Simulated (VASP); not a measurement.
Input of a VASP 6.6.1 run:

Contents of INCAR:

```
ALGO = Normal
EDIFF = 1E-7
ENCUT = 520
GGA = PS
ISIF = 2
ISMEAR = 0
LASPH = T
LCHARG = T
LELF = T
LREAL = F
LVHAR = T
LWAVE = F
NBANDS = 18
NELM = 60
PREC = Accurate
SIGMA = 0.05
```

Contents of KPOINTS:

```
k-points
0
Gamma
  8 8 8
```

Contents of POSCAR:

```
HfO2
1.0
    0.0000000000      2.5809576693      2.4042868482
    2.5809576693      0.0000000000      2.4042868482
    2.5809576693      2.5809576693      0.0000000000
Hf O
1 2
Direct
   -0.0014678348      0.0014678348      0.0014678348
    0.2581877273      0.2418122727      0.2418122727
    0.7581877273      0.7418122727      0.7418122727
```

Potentials or basis: VASP PAW PBE potentials, release 64 (Hf_pv, O).

Run with:

```sh
$ cat potpaw_PBE.64/Hf_pv/POTCAR potpaw_PBE.64/O/POTCAR > POTCAR
$ mpirun -np 1 vasp_std > vasp.out
```

Question: What does it give for the band gap on the k mesh?

Answer: 2.87 eV (least direct gap 3.07 eV).

Question: Predict the largest force.

Answer: 0.250 eV/Å.

Question: What does it give for the pressure?

Answer: -2.8 GPa.

Forces on the atoms (eV/Å):
```
Hf  -0.250  0.000  0.000
O    0.125  0.000  0.000
O    0.125  0.000  0.000
```

Caveat: the cell differs from its parent crystal (atoms displaced along a vibrational mode, the cell strained); the PAW data sets were made with another functional, which shifts forces and pressure a little; spin-orbit coupling is left out, which moves the levels of the heavy elements. A k mesh can miss the band edges.
